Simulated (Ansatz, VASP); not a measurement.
# Two plane-wave programs on ZnSe

INCAR

```
SYSTEM = ZnSe
PREC = Accurate
ENCUT = 500
EDIFF = 1E-6
ISMEAR = 0
SIGMA = 0.01
LREAL = .False.
LASPH = .True.
NELM = 120
ALGO = Normal
ISIF = 2
LWAVE = .False.
LCHARG = .False.
GGA = CA
NBANDS = 26
GGA_COMPAT = .False.
```

File KPOINTS:

```
regular mesh
0
Gamma
  3 3 2
  0 0 0
```

File POSCAR:

```
ZnSe
1.0
    4.1077020000      0.0000000000      0.0000000000
    0.0000000000      4.1077020000      0.0000000000
    0.0000000000      0.0000000000      6.0703500000
Zn Se
2 2
Direct
    0.0000000000      0.0000000000      0.0000000000
    0.5000000000      0.5000000000      0.0000000000
    0.0000000000      0.5000000000      0.2462800000
    0.5000000000      0.0000000000      0.7537200000
```

Input for Ansatz:

```yaml
crystal:
  lattice:
    a: 4.107702
    b: 4.107702
    c: 6.07035
    alpha: 90.0
    beta: 90.0
    gamma: 90.0
  atoms:
    - { symbol: Zn, position: [0.0, 0.0, 0.0] }
    - { symbol: Zn, position: [0.5, 0.5, 0.0] }
    - { symbol: Se, position: [0.0, 0.5, 0.24628] }
    - { symbol: Se, position: [0.5, 0.0, 0.75372] }
accuracy: medium
kpoints:
  mp_grid:
    grid: [3, 3, 2]
    shift: [0.0, 0.0, 0.0]
hamiltonian:
  xc: lda
scf:
  algorithm: density_mixing
  lower_state_search: standard
  mixing:
    algorithm: anderson
  occupations:
    method: fixed
output:
  optics:
    de: 0.1
    scissors: 1.0
    nscf_kmesh:
      grid: [6, 6, 4]
```

Alike in both runs: task single point; functional LDA; k mesh 3 × 3 × 2; no spin polarisation.

```csv
,VASP,Ansatz
version,VASP 6.6.1,Ansatz 0.2.0
potentials or method,"VASP PAW LDA potentials, release 64 (Zn, Se)","plane waves, PAW"
plane-wave cutoff (eV),500,420
occupations,"gaussian, width 0.01 eV",fixed
valence electrons in the cell,36,56
```

Ansatz gave:

```
gap on the k mesh at the Fermi level (eV) : 1.69
```

Estimate VASP's values.

gap on the k mesh at the Fermi level (eV): 1.70.

LDA's correlation is that of Perdew and Zunger in VASP and of Perdew and Wang (1992) in Ansatz. VASP's potentials hold 36 valence electrons a cell and Ansatz's 56, so a difference there can come from the potentials and not from the codes.

The k mesh is coarse, so the values compare programs but aren't converged.
